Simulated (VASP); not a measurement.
Input of a VASP 6.6.1 run:

The input POSCAR:

```
BN
1.0
    1.8048137541     -1.8048137541      0.0000000000
    1.8048137541      0.0000000000     -1.8048137541
    8.9513058240      8.9513058240      8.9513058240
B N
6 6
Direct
    1.0000000000      0.0000000000      0.3192138881
    0.3333333333      0.3333333333      0.1847967211
    0.6666666667      0.6666666667      0.4536310550
    1.0000000000      1.0000000000      0.7224653889
    0.3333333333      0.3333333333      0.5880482220
    0.6666666667      0.6666666667      0.0503795542
    0.6666666667      0.6666666667      0.3528181798
    0.0000000000      0.0000000000      0.2184010129
    0.3333333333      0.3333333333      0.4872353468
    0.6666666667      0.6666666667      0.7560696807
    0.0000000000      0.0000000000      0.6216525137
    0.3333333333      0.3333333333      0.0839838459
```

INCAR.step1

```
SYSTEM = BN
PREC = Accurate
ENCUT = 520
ISMEAR = 0
SIGMA = 0.05
LREAL = .FALSE.
LASPH = .TRUE.
NELM = 60
NBANDS = 36
GGA = PE
ALGO = Normal
EDIFF = 1E-4
LWAVE = .TRUE.
LCHARG = .FALSE.
```

INCAR.step2

```
SYSTEM = BN
PREC = Accurate
ENCUT = 520
EDIFF = 1E-7
ISMEAR = 0
SIGMA = 0.05
LREAL = .FALSE.
LASPH = .TRUE.
NELM = 60
ALGO = Normal
ISIF = 2
LWAVE = .FALSE.
LCHARG = .FALSE.
METAGGA = R2SCAN
LMIXTAU = .TRUE.
NBANDS = 36
ISTART = 1
```

KPOINTS

```
Automatic mesh
0
G
  10 10 2
  0 0 0
```

Potentials or basis: VASP PAW PBE potentials, release 64 (B, N).

Launch:

```console
$ cat potpaw_PBE.64/B/POTCAR potpaw_PBE.64/N/POTCAR > POTCAR
$ cp INCAR.step1 INCAR
$ mpirun -np 1 vasp_std > vasp.out
$ cp INCAR.step2 INCAR
$ mpirun -np 1 vasp_std > vasp.out
```

Question: Estimate the pressure.

Answer: -2.3 GPa.

Question: Estimate the band gap on the k mesh.

Answer: Zero (bands 24 and 25 overlap by 0.37 eV).

Question: What does it give for the largest force?

Answer: 3.416 eV/Å.

Forces on the atoms (eV/Å):
```
B    0.371  0.371  0.371
B    0.529  0.529  0.529
B    0.384  0.384  0.384
B    1.972  1.972  1.972
B    0.518  0.518  0.518
B    0.570  0.570  0.570
N   -0.368 -0.368 -0.368
N   -0.366 -0.366 -0.366
N   -0.411 -0.411 -0.411
N   -1.311 -1.311 -1.311
N   -0.820 -0.820 -0.820
N   -1.067 -1.067 -1.067
```

Caveat: the cell differs from its parent crystal (the distance across one plane changed); semilocal functionals underestimate gaps, so a narrow gap can read as zero; the PAW data sets were made with another functional, which shifts forces and pressure a little.
